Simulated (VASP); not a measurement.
# BaZrO3 (Pm-3m) in VASP: further runs

The runs below take BaZrO3 through single point, relaxation of cell and atoms, with r2SCAN.

Program: VASP 6.6.1. These are calculated values, not measurements. Logs are shortened: lines on timing, memory, paths and dates and some standing lists are left out, and cuts for length are marked.

## (1) The cell of the first run

Symmetry: Pm-3m, No. 221, cubic system. Conventional cell: a = 4.205 Å, b = 4.205 Å, c = 4.205 Å, α = 90.00°, β = 90.00°, γ = 90.00°. Within 3.9 Å of Ba (site symmetry m-3m) lie 12 O at 2.97 Å and 8 Zr at 3.64 Å. Within 2.8 Å of Zr (site symmetry m-3m) lie 6 O at 2.10 Å. O (site symmetry 4/mmm) has 2 Zr at 2.10 Å within 2.8 Å.

## (2) Single point, r2SCAN

POSCAR reads:

```
BaZrO3
1.0
    4.2050585807      0.0000000000      0.0000000000
    0.0000000000      4.2050585807      0.0000000000
    0.0000000000      0.0000000000      4.2050585807
Ba Zr O
1 1 3
Direct
    0.0000000000      0.0000000000      0.0000000000
    0.5000000000      0.5000000000      0.5000000000
    0.0000000000      0.5000000000      0.5000000000
    0.5000000000      0.0000000000      0.5000000000
    0.5000000000      0.5000000000      0.0000000000
```

INCAR.step1 reads:

```
  ALGO = Normal
  EDIFF = 1E-4
  ENCUT = 520
  GGA = PE
  ISMEAR = 0
  LASPH = True
  LCHARG = False
  LREAL = False
  LWAVE = True
  NBANDS = 28
  NELM = 60
  PREC = Accurate
  SIGMA = 0.01
```

INCAR.step2 reads:

```
  ALGO = Normal
  EDIFF = 1E-6
  ENCUT = 520
  ISIF = 2
  ISMEAR = 0
  ISTART = 1
  LASPH = True
  LCHARG = True
  LELF = True
  LMIXTAU = True
  LREAL = False
  LVHAR = True
  LWAVE = False
  METAGGA = R2SCAN
  NBANDS = 28
  NELM = 60
  PREC = Accurate
  SIGMA = 0.01
```

KPOINTS reads:

```
k-points
0
Gamma
  8 8 8
```

Potentials or basis: VASP PAW PBE potentials, release 64 (Ba_sv, Zr_sv, O).

Command:

```bash
$ cat potpaw_PBE.64/Ba_sv/POTCAR potpaw_PBE.64/Zr_sv/POTCAR potpaw_PBE.64/O/POTCAR > POTCAR
$ cp INCAR.step1 INCAR
$ mpirun -np 1 vasp_std > vasp.out
$ cp INCAR.step2 INCAR
$ mpirun -np 1 vasp_std > vasp.out
```

OUTCAR:

```text
EDIFF = 1E-6
   ENCUT = 520
   ISIF = 2
   ISMEAR = 0
   ISTART = 1
   LASPH = True
   LREAL = False
   METAGGA = R2SCAN
   NELM = 60
   PREC = Accurate

 ion  position               nearest neighbor table
   1  0.000  0.000  0.000-   3 2.97   4 2.97   5 2.97   3 2.97   4 2.97   3 2.97   5 2.97   3 2.97
                             4 2.97   5 2.97   4 2.97   5 2.97   2 3.64   2 3.64   2 3.64   2 3.64
   2  0.500  0.500  0.500-   3 2.10   4 2.10   5 2.10   5 2.10   4 2.10   3 2.10   1 3.64   1 3.64
                             1 3.64   1 3.64   1 3.64   1 3.64   1 3.64   1 3.64
   3  0.000  0.500  0.500-   2 2.10   2 2.10   1 2.97   1 2.97   1 2.97   1 2.97
   4  0.500  0.000  0.500-   2 2.10   2 2.10   1 2.97   1 2.97   1 2.97   1 2.97
   5  0.500  0.500  0.000-   2 2.10   2 2.10   1 2.97   1 2.97   1 2.97   1 2.97

  LATTYP: Found a simple cubic cell.
 ALAT       =     4.2050585807

  Lattice vectors:

 A1 = (   4.2050585807,   0.0000000000,   0.0000000000)
 A2 = (   0.0000000000,   4.2050585807,   0.0000000000)
 A3 = (   0.0000000000,   0.0000000000,   4.2050585807)

Analysis of symmetry for initial positions (statically):
=====================================================================
 Subroutine PRICEL returns:
 Original cell was already a primitive cell.

 Routine SETGRP: Setting up the symmetry group for a
 simple cubic supercell.

 Subroutine GETGRP returns: Found 48 space group operations
 (whereof 48 operations were pure point group operations)
 out of a pool of 48 trial point group operations.

The static configuration has the point symmetry O_h .

Analysis of symmetry for dynamics (positions and initial velocities):
=====================================================================
 Subroutine PRICEL returns:
 Original cell was already a primitive cell.

 Routine SETGRP: Setting up the symmetry group for a
 simple cubic supercell.

 Subroutine GETGRP returns: Found 48 space group operations
 (whereof 48 operations were pure point group operations)
 out of a pool of 48 trial point group operations.

The dynamic configuration has the point symmetry O_h .

 Subroutine INISYM returns: Found 48 space group operations
 (whereof 48 operations are pure point group operations),
 and found     1 'primitive' translations

----------------------------------------------------------------------------------------

                                     Primitive cell

  volume of cell :      74.3560

  direct lattice vectors                    reciprocal lattice vectors
     4.205058581  0.000000000  0.000000000     0.237808815  0.000000000  0.000000000
     0.000000000  4.205058581  0.000000000     0.000000000  0.237808815  0.000000000
     0.000000000  0.000000000  4.205058581     0.000000000  0.000000000  0.237808815

  length of vectors
     4.205058581  4.205058581  4.205058581     0.237808815  0.237808815  0.237808815

  position of ions in fractional coordinates (direct lattice)
     0.000000000  0.000000000  0.000000000
     0.500000000  0.500000000  0.500000000
     0.000000000  0.500000000  0.500000000
     0.500000000  0.000000000  0.500000000
     0.500000000  0.500000000  0.000000000

  ion indices of the primitive-cell ions
   primitive index   ion index
                 1           1
                 2           2
                 3           3
                 4           4
                 5           5

----------------------------------------------------------------------------------------

 KPOINTS: k-points

Automatic generation of k-mesh.
 Grid dimensions read from file:
 generate k-points for:    8    8    8

 Generating k-lattice:

  Cartesian coordinates                     Fractional coordinates (reciprocal lattice)
     0.029726102  0.000000000  0.000000000     0.125000000  0.000000000  0.000000000
     0.000000000  0.029726102  0.000000000     0.000000000  0.125000000  0.000000000
     0.000000000  0.000000000  0.029726102     0.000000000  0.000000000  0.125000000

  Length of vectors
     0.029726102  0.029726102  0.029726102

  Shift w.r.t. Gamma in fractional coordinates (k-lattice)
     0.000000000  0.000000000  0.000000000

 Subroutine IBZKPT returns following result:
 ===========================================

 Found     35 irreducible k-points:

 Following reciprocal coordinates:
            Coordinates               Weight
  0.000000  0.000000  0.000000      1.000000
  0.125000  0.000000  0.000000      6.000000
  0.250000  0.000000  0.000000      6.000000
  0.375000  0.000000  0.000000      6.000000
  0.500000  0.000000  0.000000      3.000000
  0.125000  0.125000  0.000000     12.000000
[... 16 lines left out ...]
  0.375000  0.375000  0.125000     24.000000
  0.500000  0.375000  0.125000     24.000000
 [... further k-points ...]
   k-points           NKPTS =     35   k-points in BZ     NKDIM =     35   number of bands    NBANDS=     28
   number of dos      NEDOS =    301   number of ions     NIONS =      5
   total plane-waves  NPLWV =  32768
   dimension x,y,z NGX =    32 NGY =   32 NGZ =   32
   dimension x,y,z NGXF=    64 NGYF=   64 NGZF=   64
   ions per type =               1   1   3
   NGX,Y,Z   is equivalent  to a cutoff of  12.65, 12.65, 12.65 a.u.
   NGXF,Y,Z  is equivalent  to a cutoff of  25.30, 25.30, 25.30 a.u.
 SYSTEM =  unknown system
   PREC   = accura    normal or accurate (medium, high low for compatibility)
   ISTART =      1    job   : 0-new  1-cont  2-samecut
   ICHARG =      0    charge: 1-file 2-atom 10-const
   ISPIN  =      1    spin polarized calculation?
   LNONCOLLINEAR =      F non collinear calculations
   LSORBIT =      F    spin-orbit coupling
   LASPH  =      T    aspherical Exc in radial PAW
   ENCUT  =  520.0 eV  38.22 Ry    6.18 a.u.   7.82  7.82  7.82*2*pi/ulx,y,z
   NELM   =     60;   NELMIN=  2; NELMDL=  0     # of ELM steps
   EDIFF  = 0.1E-05   stopping-criterion for ELM
   LREAL  =      F    real-space projection
   EDIFFG = 0.1E-04   stopping-criterion for IOM
   NSW    =      0    number of steps for IOM
   IBRION =     -1    ionic relax: 0-MD 1-quasi-New 2-CG
   NFREE  =      0    steps in history (QN), initial steepest desc. (CG)
   ISIF   =      2    stress and relaxation
   ISYM   =      2    0-nonsym 1-usesym 2-fastsym
   POTIM  = 0.5000    time-step for ionic-motion
   TEBEG  =    0.0;   TEEND  =   0.0 temperature during run
   PSTRESS=    0.0 pullay stress
   NELECT =      40.0000    total number of electrons
   NUPDOWN=      -1.0000    fix difference up-down
   EMIN   =  10.00;   EMAX   =-10.00  energy-range for DOS
   EFERMI =   0.00;   METHOD = LEGACY
   ISMEAR =     0;   SIGMA  =   0.01  broadening in eV -4-tet -1-fermi 0-gaus
   EFERMI_NEDOS =   21; number of points for ismear=-14 and -15
   IALGO  =     38    algorithm
   IMIX   =      4    mixing-type and parameters
     AMIX     =   0.40;   BMIX     =  1.00
     AMIX_MAG =   1.60;   BMIX_MAG =  1.00
  volume/ion in A,a.u.               =      14.87       100.36
  Fermi-wavevector in a.u.,A,eV,Ry     =   1.331444  2.516064 24.119620  1.772742
  Thomas-Fermi vector in A             =   2.460454
   LORBIT       =      0    0 simple, 1 ext, 2 COOP (PROOUT), +10 PAW based schemes
   METAGGA = R2SCAN    functional components
   LHFCALC =     F    Hartree Fock is set to
   AEXX    =    0.0000 exact exchange contribution
   IVDW    =     0    specifies the selected vdW correction
   LEPSILON=     F    determine dielectric tensor
   LRPA    =     F    only Hartree local field effects (RPA)
 non-spin polarized calculation
 Gauss-broadening in eV      SIGMA  =   0.01
  energy-cutoff  :      520.00
  volume of cell :       74.36
 maximum number of plane-waves:      2021
 NGX is ok and might be reduce to    32
   NGX = 15   NGY = 15   NGZ = 15

 number of electron      39.9999994 magnetization

 Free energy of the ion-electron system (eV)
  ---------------------------------------------------
  ext. energy  EPLUGINS =         0.00000000
  ---------------------------------------------------
  free energy    TOTEN  =       -85.10579715 eV

  energy without entropy =      -85.10579715  energy(sigma->0) =      -85.10579715

 E-fermi :   3.5045     XC(G=0): -11.3374

 val. band max:        3.4153429066   @ k =   0.5000   0.5000   0.5000
 cond. band min:       7.0943206948   @ k =   0.0000   0.0000   0.0000
 fundamental gap:      3.6789777882
 Fermi energy:         3.5045201283

 k-point     1 :       0.0000    0.0000    0.0000
  band No.  band energies     occupation
      1     -45.1585      2.00000
      2     -22.6128      2.00000
      3     -22.5883      2.00000
      4     -22.5883      2.00000
      5     -22.5883      2.00000
      6     -13.9107      2.00000
[... 20 lines left out ...]
     27      11.2850      0.00000
     28      11.2850      0.00000

 k-point     2 :       0.1250    0.0000    0.0000
  band No.  band energies     occupation
      1     -45.1579      2.00000
      2     -22.7076      2.00000
      3     -22.5873      2.00000
      4     -22.5873      2.00000
      5     -22.5260      2.00000
      6     -13.9035      2.00000
[... 20 lines left out ...]
     27      11.2860      0.00000
     28      11.7952      0.00000

 k-point     3 :       0.2500    0.0000    0.0000
  band No.  band energies     occupation
      1     -45.1567      2.00000
      2     -22.8331      2.00000
      3     -22.5850      2.00000
      4     -22.5850      2.00000
      5     -22.4760      2.00000
      6     -13.9582      2.00000
[... 20 lines left out ...]
     27      11.2861      0.00000
     28      11.8900      0.00000

 k-point     4 :       0.3750    0.0000    0.0000
  band No.  band energies     occupation
      1     -45.1554      2.00000
      2     -22.9370      2.00000
      3     -22.5826      2.00000
      4     -22.5826      2.00000
      5     -22.4435      2.00000
      6     -14.0326      2.00000
[... 20 lines left out ...]
     27      11.4929      0.00000
     28      12.3080      0.00000

 k-point     5 :       0.5000    0.0000    0.0000
  band No.  band energies     occupation
      1     -45.1549      2.00000
      2     -22.9772      2.00000
      3     -22.5816      2.00000
      4     -22.5816      2.00000
      5     -22.4319      2.00000
      6     -14.0646      2.00000
[... 20 lines left out ...]
     27      11.3267      0.00000
     28      12.5503      0.00000

 k-point     6 :       0.1250    0.1250    0.0000
  band No.  band energies     occupation
      1     -45.1574      2.00000
      2     -22.7308      2.00000
      3     -22.6294      2.00000
      4     -22.5864      2.00000
      5     -22.4932      2.00000
      6     -13.8733      2.00000
[... 463 lines left out ...]
      5     -22.4657      2.00000
      6     -13.7145      2.00000
[... 20 lines left out ...]
     27      12.0328      0.00000
     28      12.6300      0.00000

 k-point    22 :       0.5000    0.2500    0.1250
  band No.  band energies     occupation
      1     -45.1525      2.00000
      2     -22.9132      2.00000
      3     -22.7219      2.00000
      4     -22.6207      2.00000
      5     -22.4728      2.00000
      6     -13.7206      2.00000
[... 20 lines left out ...]
     27      12.2572      0.00000
     28      12.4714      0.00000

 k-point    23 :       0.3750    0.3750    0.1250
  band No.  band energies     occupation
      1     -45.1518      2.00000
      2     -22.8510      2.00000
      3     -22.8172      2.00000
      4     -22.6204      2.00000
      5     -22.4883      2.00000
      6     -13.6609      2.00000
[... 20 lines left out ...]
     27      12.1473      0.00000
     28      12.8866      0.00000

 k-point    24 :       0.5000    0.3750    0.1250
  band No.  band energies     occupation
      1     -45.1513      2.00000
      2     -22.8732      2.00000
      3     -22.8166      2.00000
      4     -22.6183      2.00000
      5     -22.5000      2.00000
      6     -13.6471      2.00000
[... 20 lines left out ...]
     27      12.4514      0.00000
     28      13.0729      0.00000

 [... further k-points ...]

------------------------ aborting loop because EDIFF is reached ----------------------------------------

  FORCE on cell =-STRESS in cart. coord.  units (eV):
  Direction    XX          YY          ZZ          XY          YZ          ZX
  --------------------------------------------------------------------------------------
  -------------------------------------------------------------------------------------
  Total        0.4752868      0.4752868      0.4752868      0.0000000     -0.0000000     -0.0000000
  in kB       10.2411841     10.2411841     10.2411841      0.0000000     -0.0000000     -0.0000000
  external PRESSURE =      10.2411841 kB  Pullay stress =       0.0000000 kB

 VOLUME and BASIS-vectors are now :
 -----------------------------------------------------------------------------
  energy-cutoff  :      520.00
  volume of cell :       74.36
      direct lattice vectors                 reciprocal lattice vectors
     4.205058581  0.000000000  0.000000000     0.237808815  0.000000000  0.000000000
     0.000000000  4.205058581  0.000000000     0.000000000  0.237808815  0.000000000
     0.000000000  0.000000000  4.205058581     0.000000000  0.000000000  0.237808815

 POSITION                                       TOTAL-FORCE (eV/Angst)
 -----------------------------------------------------------------------------------
      0.00000      0.00000      0.00000         0.000000      0.000000      0.000000
      2.10253      2.10253      2.10253         0.000000      0.000000      0.000000
      0.00000      2.10253      2.10253         0.000000      0.000000      0.000000
      2.10253      0.00000      2.10253         0.000000      0.000000      0.000000
      2.10253      2.10253      0.00000         0.000000      0.000000      0.000000
 -----------------------------------------------------------------------------------
    total drift:                                0.000000     -0.000000     -0.000000

  FREE ENERGIE OF THE ION-ELECTRON SYSTEM (eV)
  ---------------------------------------------------
  free  energy   TOTEN  =       -85.1057971529 eV

  energy  without entropy=      -85.1057971529  energy(sigma->0) =      -85.10579715
```

Wall time 69 s (1 thread of Intel Xeon 6975P-C (Granite Rapids), shared host); peak memory 0.23 GiB.

Results:

- Free energy: -85.1058 eV
- Pressure: 1.0 GPa
- Band gap on the k mesh: 3.68 eV (least direct gap 3.93 eV)

Caveat: the PAW data sets were made with another functional, which shifts forces and pressure a little; spin-orbit coupling is left out, which moves the levels of the heavy elements. A k mesh can miss the band edges.

(Part 1 of 2 ends here.)
